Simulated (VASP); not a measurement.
Here is a VASP 6.6.1 calculation.

Contents of INCAR:

```
SYSTEM = V
PREC = Accurate
ENCUT = 520
EDIFF = 1E-6
ISMEAR = -1
SIGMA = 0.05
LREAL = .FALSE.
LASPH = .TRUE.
NELM = 60
ALGO = Normal
ISIF = 2
LWAVE = .FALSE.
LCHARG = .FALSE.
GGA = PE
NBANDS = 20
```

KPOINTS

```
regular mesh
0
G
  11 11 11
  0 0 0
```

Contents of POSCAR:

```
V
1.0
    2.9970992482      0.0000000000      0.0000000000
    0.0000000000      2.9970992482      0.0000000000
    0.0000000000      0.0000000000      2.9970992482
V
2
Direct
    0.0000000000      0.0000000000      0.0000000000
    0.5000000000      0.5000000000      0.5000000000
```

Potentials or basis: VASP PAW PBE potentials, release 64 (V_sv).

Run with:

```console
$ cat potpaw_PBE.64/V_sv/POTCAR > POTCAR
$ mpirun -np 1 vasp_std > vasp.out
```

(1) What does it give for the band gap on the k mesh?

(2) Predict the pressure.

## Answers

(1) zero (bands 13 and 14 overlap by 2.19 eV).

(2) 0.4 GPa.
